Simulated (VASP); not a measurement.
ZnO (zincite): single point with PBE

The system is ZnO (zincite).

```
Zn O
1.0
     3.17799    0.00000    0.00000
    -1.58900    2.75222    0.00000
     0.00000    0.00000    5.12946
Zn O
2 2
Direct
  0.33333 0.66667 0.49997
  0.66667 0.33333 0.99997
  0.66667 0.33333 0.37904
  0.33333 0.66667 0.87904
```

This cell differs from its parent crystal: volume scaled by 0.91, then relaxed in part.

```json
{
 "Program": "VASP 6.6.1",
 "Task": "single point",
 "Functional": "PBE",
 "Potentials or basis": "VASP PAW PBE potentials, release 64 (Zn, O_h)",
 "Cutoff": "910 eV",
 "k mesh": "9 × 9 × 6",
 "Occupations": "gaussian, width 0.02 eV",
 "Spin": "no spin polarisation",
 "Dipole correction": "no",
 "Second run": "hard_potentials",
 "Further INCAR settings": "ALGO = Normal; EDIFF = 1e-06; NBANDS = 26"
}
```

- Pressure: 16.1 GPa
- Largest force: 0.006 eV/Å
- Band gap on the k mesh: 0.87 eV, direct

Forces on the atoms (eV/Å):
```
Zn   0.000  0.000  0.006
Zn   0.000  0.000  0.006
O    0.000  0.000 -0.006
O    0.000  0.000 -0.006
```

Stress tensor (GPa, compression positive):
```
16.12  0.00  0.00
 0.00 16.12  0.00
 0.00  0.00 15.99
```

Levels at points of the mesh, in eV from the valence-band top:
```tsv
k point	band 15	band 16	band 17	band 18	band 19	band 20	band 21	band 22
(0.00, 0.00, 0.00)	-0.86	-0.11	0.00	0.00	0.87	5.45	8.38	13.21
(0.00, 0.00, 0.50)	-0.43	-0.43	-0.43	-0.43	3.58	3.58	10.29	10.29
```

Wall time 57 s on 1 thread of Intel(R) Xeon(R) 6975P-C (Granite Rapids) (shared host), peak memory 0.28 GiB.

Caveat: the cutoff is under 1.25 times the usual one of these potentials, so pressure, stress and relaxed cells hold a basis-set (Pulay) error.
